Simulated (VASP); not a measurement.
## NaF: single point with LDA

The system is NaF.

```
Na F
1.0
     0.00000    2.28589    2.28589
     2.28589    0.00000    2.28589
     2.28589    2.28589    0.00000
Na F
1 1
Direct
  0.00000 0.00000 0.00000
  0.50000 0.50000 0.50000
```

- Program: VASP 6.6.1
- Task: single point
- Functional: LDA
- Potentials or basis: VASP PAW LDA potentials, release 64 (Na_pv, F)
- Cutoff: 600 eV
- k mesh: 8 × 8 × 8
- Occupations: gaussian, width 0.1 eV
- Spin: no spin polarisation

```json
{"Pressure": "-2.7 GPa", "Band gap on the k mesh": "6.18 eV, direct"}
```

Levels at points of the mesh, in eV from the valence-band top:
| k point | band 4 | band 5 | band 6 | band 7 | band 8 | band 9 | band 10 | band 11 |
| --- | --- | --- | --- | --- | --- | --- | --- | --- |
| (0.00, 0.00, 0.00) | -18.64 | 0.00 | 0.00 | 0.00 | 6.18 | 18.82 | 18.82 | 18.82 |
| (0.50, 0.00, 0.00) | -17.72 | -1.75 | -0.29 | -0.29 | 10.63 | 12.44 | 20.10 | 20.10 |
| (0.50, 0.50, 0.00) | -18.53 | -1.39 | -0.44 | -0.44 | 12.97 | 13.08 | 13.64 | 19.84 |

Wall time 7.7 s on 1 thread of Intel(R) Xeon(R) Platinum 8488C (Sapphire Rapids) (shared host), peak memory 0.13 GiB.
